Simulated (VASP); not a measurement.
Write the native input for VASP 6.6.1 that does the following.

```
Task                   : single point
Functional             : PBE
Potentials or basis    : VASP PAW PBE potentials, release 64 (Ir, F)
Cutoff                 : 520 eV
k mesh                 : 4 × 4 × 1
Occupations            : gaussian, width 0.1 eV
Spin                   : no spin polarisation
Dipole correction      : no
Further INCAR settings : ALGO = Normal; EDIFF = 1e-06; NBANDS = 70
```

The structure of Ir12F lies in POSCAR:

```
Ir12F
1.0
    5.4305800000      0.0000000000      0.0000000000
    2.7152900000      4.7030200000      0.0000000000
    0.0000000000      0.0000000000     16.4340500000
Ir F
12 1
Direct
    0.1666666312      0.1666667375      0.0608492733
    0.6666666312      0.1666667375      0.0608492733
    0.1666666312      0.6666667375      0.0608492733
    0.6666666312      0.6666667375      0.0608492733
   -0.1683602759      0.3341812282      0.1945165069
    0.3341910657      0.3342024912      0.1944523109
   -0.1666666806      0.8333326246      0.1935243595
    0.3341969877      0.8315960808      0.1944319872
   -0.0005131819     -0.0005789897      0.3257640083
    0.5009774847     -0.0004984032      0.3257816546
   -0.0005392881      0.5011260849      0.3257585927
    0.5000545205      0.4999613015      0.3314275544
    0.4995186618      0.5003365922      0.4509399691
```

One way to write it, as run:

INCAR

```
  PREC = Accurate
  ENCUT = 520
  EDIFF = 1E-6
  ISMEAR = 0
  SIGMA = 0.1
  LREAL = F
  LASPH = T
  NELM = 80
  ALGO = Normal
  ISIF = 2
  LWAVE = F
  LCHARG = F
  GGA = PE
  NBANDS = 70
```

KPOINTS

```
Automatic mesh
0
Gamma
  4 4 1
```

Potentials or basis: VASP PAW PBE potentials, release 64 (Ir, F).

Command:

```sh
$ cat potpaw_PBE.64/Ir/POTCAR potpaw_PBE.64/F/POTCAR > POTCAR
$ mpirun -np 1 vasp_std > vasp.out
```

Results of the run:

```json
{
 "Largest force": "0.240 eV/Å",
 "Band gap on the k mesh": "zero (an odd number of electrons rules out a gap without spin polarisation)"
}
```

Caveat: there is no dipole correction, which matters where the two faces differ; spin-orbit coupling is left out, which moves the levels of the heavy elements.

Wall time 17 min on 1 thread of Intel(R) Xeon(R) Platinum 8259CL CPU @ 2.50GHz (Skylake/Cascade Lake) (shared host), peak memory 0.6 GiB.
